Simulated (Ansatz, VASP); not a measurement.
## Two plane-wave programs on PbSe

Contents of INCAR:

```
PREC = Accurate
ENCUT = 520
EDIFF = 1E-6
ISMEAR = 0
SIGMA = 0.02
LREAL = F
LASPH = T
NELM = 80
ALGO = Normal
ISIF = 2
LWAVE = F
LCHARG = T
LELF = T
LVHAR = T
NBANDS = 17
```

File KPOINTS:

```
Automatic mesh
0
Gamma
  10 10 10
```

POSCAR

```
PbSe
1.0
    0.0000000000      3.3981000000      3.3981000000
    3.3981000000      0.0000000000      3.3981000000
    3.3981000000      3.3981000000      0.0000000000
Pb Se
1 1
Direct
    0.0000000000      0.0000000000      0.0000000000
    0.2500000000      0.2500000000      0.2500000000
```

Input for Ansatz:

```yaml
crystal:
  lattice:
    - [0.0, 3.3981, 3.3981]
    - [3.3981, 0.0, 3.3981]
    - [3.3981, 3.3981, 0.0]
  atoms:
    - { symbol: Pb, position: [0.0, 0.0, 0.0] }
    - { symbol: Se, position: [0.25, 0.25, 0.25] }
basis:
  ecutwfc: 420
kpoints:
  mp_grid: { grid: [10, 10, 10] }
hamiltonian:
  xc: lda
scf:
  occupations: { method: gaussian, width: 0.02 }
output:
  forces: true
  stress: true
  eigenvalues: true
  write_density: true
  write_potential: true
  elf: true
  volumetric_format: npy
```

Alike in both runs: task single point; functional LDA; k mesh 10 × 10 × 10; occupations gaussian, width 0.02 eV; no spin polarisation.

|  | VASP | Ansatz |
| --- | --- | --- |
| version | VASP 6.6.1 | Ansatz 0.2.0 |
| potentials or method | VASP PAW LDA potentials, release 64 (Pb_d, Se), cutoff 520 eV | scalar-relativistic, plane waves, PAW |
| valence electrons in the cell | 20 | 30 |

```csv
,VASP,Ansatz,Ansatz less VASP
gap on the k mesh at the Fermi level (eV),0.45,0.46,+0.014
least direct gap on the mesh (eV),0.98,0.99,+0.011
pressure (GPa),-1.3,-1.3,-0.08
```

LDA's correlation is that of Perdew and Zunger in VASP and of Perdew and Wang (1992) in Ansatz. VASP's potentials hold 20 valence electrons a cell and Ansatz's 30, so a difference there can come from the potentials and not from the codes.

Neither program's run includes spin-orbit coupling.
